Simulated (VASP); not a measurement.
# Al (P6_3/mmc) in VASP: a series of runs

The runs below take Al through relaxation of shape and atoms at fixed volume, single point, with PBE+D3(BJ).

All numbers are computed with VASP 6.6.1; they aren't measurements. Logs are shortened: lines on timing, memory, paths and dates and some standing lists are left out, and cuts for length are marked.

### 1 The cell of the first run

Symmetry: P6_3/mmc, No. 194, hexagonal system. The conventional cell has a = 2.697 Å, b = 2.697 Å, c = 8.856 Å, α = 90.00°, β = 90.00°, γ = 120.00°. Al (site symmetry -3m) has 12 Al at 2.70 to 2.71 Å within 3.6 Å. Within 3.6 Å of Al (site symmetry -6m2) lie 12 Al at 2.70 to 2.71 Å.

### 2 Relaxation of shape and atoms at fixed volume, PBE+D3(BJ) (volume scaled by 0.88)

INCAR

```
SYSTEM = Al
  PREC = Accurate
  ENCUT = 600
  EDIFF = 1E-6
  ISMEAR = 0
  SIGMA = 0.1
  LREAL = .False.
  LASPH = .True.
  NELM = 100
  ALGO = Normal
  ISIF = 4
  LWAVE = .False.
  LCHARG = .False.
  GGA = PE
  IVDW = 12
  IBRION = 2
  NSW = 50
  EDIFFG = -0.01
```

KPOINTS

```
Automatic mesh
0
Gamma
  18 18 6
  0 0 0
```

POSCAR

```
Al
1.0
    2.6973568674      0.0000000000      0.0000000000
   -1.3486784337      2.3359795703      0.0000000000
    0.0000000000      0.0000000000      8.8562652028
Al
4
Direct
    0.0000000000      0.0000000000      0.0000000000
    0.3333333333      0.6666666667      0.2500000000
    0.0000000000      0.0000000000      0.5000000000
    0.6666666667      0.3333333333      0.7500000000
```

Potentials or basis: VASP PAW PBE potentials, release 64 (Al).

The run is started by

```console
> cat potpaw_PBE.64/Al/POTCAR > POTCAR
> mpirun -np 1 vasp_std > vasp.out
```

OUTCAR:

```text
SYSTEM = Al
   PREC = Accurate
   ENCUT = 600
   EDIFF = 1E-6
   ISMEAR = 0
   LREAL = .False.
   LASPH = .True.
   NELM = 100
   ISIF = 4
   GGA = PE
   IVDW = 12
   IBRION = 2
   NSW = 50
   EDIFFG = -0.01
 IVDW          = 12

 ion  position               nearest neighbor table
   1  0.000  0.000  0.000-   2 2.71   4 2.71   4 2.71   2 2.71   4 2.71   2 2.71
   2  0.333  0.667  0.250-   1 2.71   3 2.71   1 2.71   3 2.71   1 2.71   3 2.71
   3  0.000  0.000  0.500-   2 2.71   4 2.71   4 2.71   2 2.71   4 2.71   2 2.71
   4  0.667  0.333  0.750-   1 2.71   3 2.71   1 2.71   3 2.71   1 2.71   3 2.71

  LATTYP: Found a hexagonal cell.
 ALAT       =     2.6973568674
 C/A-ratio  =     3.2833123825

  Lattice vectors:

 A1 = (   2.6973568674,   0.0000000000,   0.0000000000)
 A2 = (  -1.3486784337,   2.3359795703,   0.0000000000)
 A3 = (   0.0000000000,   0.0000000000,   8.8562652028)

Analysis of symmetry for initial positions (statically):
=====================================================================
 Subroutine PRICEL returns:
 Original cell was already a primitive cell.

 Routine SETGRP: Setting up the symmetry group for a
 hexagonal supercell.

 Subroutine GETGRP returns: Found 24 space group operations
 (whereof 12 operations were pure point group operations)
 out of a pool of 24 trial point group operations.

The static configuration has the point symmetry D_3d.
 The point group associated with its full space group is D_6h.

Analysis of symmetry for dynamics (positions and initial velocities):
=====================================================================
 Subroutine PRICEL returns:
 Original cell was already a primitive cell.

 Routine SETGRP: Setting up the symmetry group for a
 hexagonal supercell.

 Subroutine GETGRP returns: Found 24 space group operations
 (whereof 12 operations were pure point group operations)
 out of a pool of 24 trial point group operations.

The dynamic configuration has the point symmetry D_3d.
 The point group associated with its full space group is D_6h.

 Subroutine INISYM returns: Found 24 space group operations
 (whereof 12 operations are pure point group operations),
 and found     1 'primitive' translations

----------------------------------------------------------------------------------------

                                     Primitive cell

  volume of cell :      55.8031

  direct lattice vectors                    reciprocal lattice vectors
     2.697356867  0.000000000  0.000000000     0.370733295  0.214042968  0.000000000
    -1.348678434  2.335979570  0.000000000     0.000000000  0.428085936  0.000000000
     0.000000000  0.000000000  8.856265203     0.000000000  0.000000000  0.112914414

  length of vectors
     2.697356867  2.697356867  8.856265203     0.428085936  0.428085936  0.112914414

  position of ions in fractional coordinates (direct lattice)
     0.000000000  0.000000000  0.000000000
     0.333333333  0.666666667  0.250000000
     0.000000000  0.000000000  0.500000000
     0.666666667  0.333333333  0.750000000

  ion indices of the primitive-cell ions
   primitive index   ion index
                 1           1
                 2           2
                 3           3
                 4           4

----------------------------------------------------------------------------------------

 KPOINTS: Automatic mesh

Automatic generation of k-mesh.
 Grid dimensions read from file:
 generate k-points for:   18   18    6

 Generating k-lattice:

  Cartesian coordinates                     Fractional coordinates (reciprocal lattice)
     0.020596294  0.011891276  0.000000000     0.055555556  0.000000000  0.000000000
     0.000000000  0.023782552  0.000000000     0.000000000  0.055555556  0.000000000
     0.000000000  0.000000000  0.018819069     0.000000000  0.000000000  0.166666667

  Length of vectors
     0.023782552  0.023782552  0.018819069

  Shift w.r.t. Gamma in fractional coordinates (k-lattice)
     0.000000000  0.000000000  0.000000000

 Subroutine IBZKPT returns following result:
 ===========================================

 Found    148 irreducible k-points:

 Following reciprocal coordinates:
            Coordinates               Weight
  0.000000  0.000000  0.000000      1.000000
  0.055556 -0.000000  0.000000      6.000000
  0.111111 -0.000000  0.000000      6.000000
  0.166667  0.000000  0.000000      6.000000
  0.222222  0.000000  0.000000      6.000000
  0.277778  0.000000  0.000000      6.000000
[... 16 lines left out ...]
  0.333333  0.111111  0.000000     12.000000
  0.388889  0.111111  0.000000     12.000000
 [... further k-points ...]
   k-points           NKPTS =    148   k-points in BZ     NKDIM =    148   number of bands    NBANDS=     10
   number of dos      NEDOS =    301   number of ions     NIONS =      4
   total plane-waves  NPLWV =  41472
   dimension x,y,z NGX =    24 NGY =   24 NGZ =   72
   dimension x,y,z NGXF=    48 NGYF=   48 NGZF=  144
   ions per type =               4
   NGX,Y,Z   is equivalent  to a cutoff of  14.79, 14.79, 13.52 a.u.
   NGXF,Y,Z  is equivalent  to a cutoff of  29.58, 29.58, 27.03 a.u.
 SYSTEM =  Al
   PREC   = accura    normal or accurate (medium, high low for compatibility)
   ISTART =      0    job   : 0-new  1-cont  2-samecut
   ICHARG =      2    charge: 1-file 2-atom 10-const
   ISPIN  =      1    spin polarized calculation?
   LNONCOLLINEAR =      F non collinear calculations
   LSORBIT =      F    spin-orbit coupling
   LASPH  =      T    aspherical Exc in radial PAW
   ENCUT  =  600.0 eV  44.10 Ry    6.64 a.u.   5.39  5.39 17.69*2*pi/ulx,y,z
   NELM   =    100;   NELMIN=  2; NELMDL= -5     # of ELM steps
   EDIFF  = 0.1E-05   stopping-criterion for ELM
   LREAL  =      F    real-space projection
   EDIFFG = -.1E-01   stopping-criterion for IOM
   NSW    =     50    number of steps for IOM
   IBRION =      2    ionic relax: 0-MD 1-quasi-New 2-CG
   NFREE  =      1    steps in history (QN), initial steepest desc. (CG)
   ISIF   =      4    stress and relaxation
   ISYM   =      2    0-nonsym 1-usesym 2-fastsym
   POTIM  = 0.5000    time-step for ionic-motion
   TEBEG  =    0.0;   TEEND  =   0.0 temperature during run
   PSTRESS=    0.0 pullay stress
   NELECT =      12.0000    total number of electrons
   NUPDOWN=      -1.0000    fix difference up-down
   EMIN   =  10.00;   EMAX   =-10.00  energy-range for DOS
   EFERMI =   0.00;   METHOD = LEGACY
   ISMEAR =     0;   SIGMA  =   0.10  broadening in eV -4-tet -1-fermi 0-gaus
   EFERMI_NEDOS =   21; number of points for ismear=-14 and -15
   IALGO  =     38    algorithm
   IMIX   =      4    mixing-type and parameters
     AMIX     =   0.40;   BMIX     =  1.00
     AMIX_MAG =   1.60;   BMIX_MAG =  1.00
  volume/ion in A,a.u.               =      13.95        94.14
  Fermi-wavevector in a.u.,A,eV,Ry     =   0.980805  1.853452 13.088505  0.961978
  Thomas-Fermi vector in A             =   2.111763
   LORBIT       =      0    0 simple, 1 ext, 2 COOP (PROOUT), +10 PAW based schemes
   GGA     = PE    functional components
   LHFCALC =     F    Hartree Fock is set to
   AEXX    =    0.0000 exact exchange contribution
   IVDW    =    12    specifies the selected vdW correction
   LEPSILON=     F    determine dielectric tensor
   LRPA    =     F    only Hartree local field effects (RPA)
 conjugate gradient relaxation of ions
 non-spin polarized calculation
 Gauss-broadening in eV      SIGMA  =   0.10
  energy-cutoff  :      600.00
  volume of cell :       55.80
 maximum number of plane-waves:      1913
 NGX is ok and might be reduce to    24
   NGX = 11   NGY = 11   NGZ = 35

 number of electron      12.0000000 magnetization

 Free energy of the ion-electron system (eV)
  ---------------------------------------------------
  ext. energy  EPLUGINS =         0.00000000
  ---------------------------------------------------
  free energy    TOTEN  =       -14.40280978 eV

  energy without entropy =      -14.39564229  energy(sigma->0) =      -14.39922603

 E-fermi :   9.8423     XC(G=0): -10.8206

 val. band max:        9.8184395040   @ k =   0.2778   0.1111   0.1667
 cond. band min:       9.8664996945   @ k =   0.2222   0.2222   0.3333
 fundamental gap:      0.0480601904
 Fermi energy:         9.8422842437

 k-point     1 :       0.0000    0.0000    0.0000
  band No.  band energies     occupation
      1      -2.4797      2.00000
      2      -0.6121      2.00000
      3      -0.6056      2.00000
      4       4.5527      2.00000
      5       5.1741      2.00000
      6      13.5432      0.00000
      7      13.5581      0.00000
      8      21.9036      0.00000
      9      21.9203      0.00000
     10      21.9529      0.00000

 k-point     2 :       0.0556   -0.0000    0.0000
  band No.  band energies     occupation
      1      -2.3961      2.00000
      2      -0.5298      2.00000
      3      -0.5233      2.00000
      4       4.6291      2.00000
      5       5.2543      2.00000
      6      13.6057      0.00000
      7      13.6240      0.00000
      8      20.0637      0.00000
      9      20.7737      0.00000
     10      21.3653      0.00000

 k-point     3 :       0.1111   -0.0000    0.0000
  band No.  band energies     occupation
      1      -2.1456      2.00000
      2      -0.2832      2.00000
      3      -0.2768      2.00000
      4       4.8584      2.00000
      5       5.4937      2.00000
      6      13.7792      0.00000
      7      13.8148      0.00000
      8      17.8250      0.00000
      9      19.2074      0.00000
     10      19.3254      0.00000
[... 248 lines left out ...]
 k-point    23 :       0.3333    0.1111    0.0000
  band No.  band energies     occupation
      1       1.7894      2.00000
      2       3.5821      2.00000
      3       3.5837      2.00000
      4       7.2828      2.00000
      5       8.4585      2.00000
      6       8.9670      2.00000
      7       9.3879      2.00000
      8       9.9376      0.17786
      9      12.9486      0.00000
     10      14.0368      0.00000

 k-point    24 :       0.3889    0.1111    0.0000
  band No.  band energies     occupation
      1       2.9895      2.00000
      2       4.7271      2.00000
      3       4.7371      2.00000
      4       5.8124      2.00000
      5       7.6656      2.00000
      6       7.6832      2.00000
      7       9.7349      1.87117
      8      10.5361      0.00000
      9      12.3602      0.00000
     10      12.4897      0.00000

 [... further k-points ...]

------------------------ aborting loop because EDIFF is reached ----------------------------------------

 Edisp (eV)   -1.60223

 E8    (eV) :    -0.7185

  FORCE on cell =-STRESS in cart. coord.  units (eV):
  Direction    XX          YY          ZZ          XY          YZ          ZX
  --------------------------------------------------------------------------------------
  -------------------------------------------------------------------------------------
  Total       5.03119     5.03119     5.02819     0.00000    -0.00000     0.00000
  in kB     144.45196   144.45196   144.36580     0.00000    -0.00000     0.00000
  external pressure =      144.42 kB  Pullay stress =        0.00 kB

 VOLUME and BASIS-vectors are now :
 -----------------------------------------------------------------------------
  energy-cutoff  :      600.00
  volume of cell :       55.80
      direct lattice vectors                 reciprocal lattice vectors
     2.697356867  0.000000000  0.000000000     0.370733295  0.214042968  0.000000000
    -1.348678434  2.335979570  0.000000000     0.000000000  0.428085936  0.000000000
     0.000000000  0.000000000  8.856265203     0.000000000  0.000000000  0.112914414

 POSITION                                       TOTAL-FORCE (eV/Angst)
 -----------------------------------------------------------------------------------
      0.00000      0.00000      0.00000         0.000000      0.000000     -0.000000
     -0.00000      1.55732      2.21407         0.000000     -0.000000      0.000000
      0.00000      0.00000      4.42813        -0.000000      0.000000     -0.000000
      1.34868      0.77866      6.64220        -0.000000      0.000000      0.000000
 -----------------------------------------------------------------------------------
    total drift:                                0.000000     -0.000000      0.000000

  FREE ENERGIE OF THE ION-ELECTRON SYSTEM (eV)
  ---------------------------------------------------
  free  energy   TOTEN  =       -16.0050390246 eV

  energy  without entropy=      -15.9978715309  energy(sigma->0) =      -16.00145528

 reached required accuracy - stopping structural energy minimisation
```

It took 46 s on 1 thread of Intel Xeon Platinum 8375C at 2.90GHz (Ice Lake), shared host; peak memory 0.25 GiB.

Results:

* Free energy: -16.0050 eV
* Pressure after relaxing: 14.4 GPa
* Band gap on the k mesh: zero (band 6 reaches 14.02 eV, above the bottom of band 7 at 8.22 eV)
* Dispersion energy per atom: -0.401 eV

Final structure:
```yaml
crystal:
  lattice:
    - [2.69736, 0.00000, 0.00000]
    - [-1.34868, 2.33598, 0.00000]
    - [0.00000, 0.00000, 8.85627]
  atoms:
    - { symbol: Al, position: [0.00000, 0.00000, 0.00000] }
    - { symbol: Al, position: [0.33333, 0.66667, 0.25000] }
    - { symbol: Al, position: [0.00000, 0.00000, 0.50000] }
    - { symbol: Al, position: [0.66667, 0.33333, 0.75000] }
```

Caveat: the relaxation stopped at its first step, so nothing moved; pairwise dispersion overbinds metals, which lowers pressure and volume.

[end of part 1 of 2]
